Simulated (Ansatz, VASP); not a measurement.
**Fe2O3 in VASP and in Ansatz**

```
Fe O
1.0
     2.55204    1.47342    4.64745
    -2.55204    1.47342    4.64745
     0.00000   -2.94685    4.64745
Fe O
4 6
Cartesian
  0.0000 0.0000 4.9541
  0.0000 0.0000 2.0171
  0.0000 0.0000 8.9883
  0.0000 0.0000 11.9253
  -0.9924 1.4734 8.1330
  -0.7798 -1.5962 8.1330
  1.7722 0.1227 8.1330
  0.9924 -1.4734 5.8093
  0.7798 1.5962 5.8093
  -1.7722 -0.1227 5.8093
```

Alike in both runs: task single point; functional PBE; k mesh 4 × 4 × 4; occupations gaussian, width 0.05 eV; collinear spin; Hubbard terms Fe d U = 4.0 eV.

```csv
,VASP,Ansatz
version,VASP 6.6.1,Ansatz 0.2.0
potentials or method,"VASP PAW PBE potentials, release 64 (Fe, O), cutoff 520 eV","scalar-relativistic, plane waves, PAW"
valence electrons in the cell,68,100
```

|  | VASP | Ansatz | Ansatz less VASP |
| --- | --- | --- | --- |
| gap on the k mesh at the Fermi level (eV) | 2.18 | 2.11 | -0.067 |
| least direct gap on the mesh (eV) | 2.23 | 2.17 | -0.066 |
| pressure (GPa) | -3.5 | 0.0 | +3.45 |
| traceless stress, the component that is largest in VASP (GPa) | 0.24 | 0.00 | -0.239 |
| rms of the force components (eV/Å) | 0.048 | 0.000 | -0.0479 |
| net moment per atom (μB) | 0.00 | 0.00 | 0.000 |
| size of the moment on the site where the two differ most (μB) | 4.16 | 3.81 | -0.353 |

Site moments also hang on the region over which each program counts them. The programs project onto different local orbitals, so the same U acts differently, and such runs can settle in different states. Atom by atom the forces differ by 0.048 eV/Å (rms over components). VASP's potentials hold 68 valence electrons a cell and Ansatz's 100, so a difference there can come from the potentials and not from the codes. Ansatz's warnings: stability check not made.
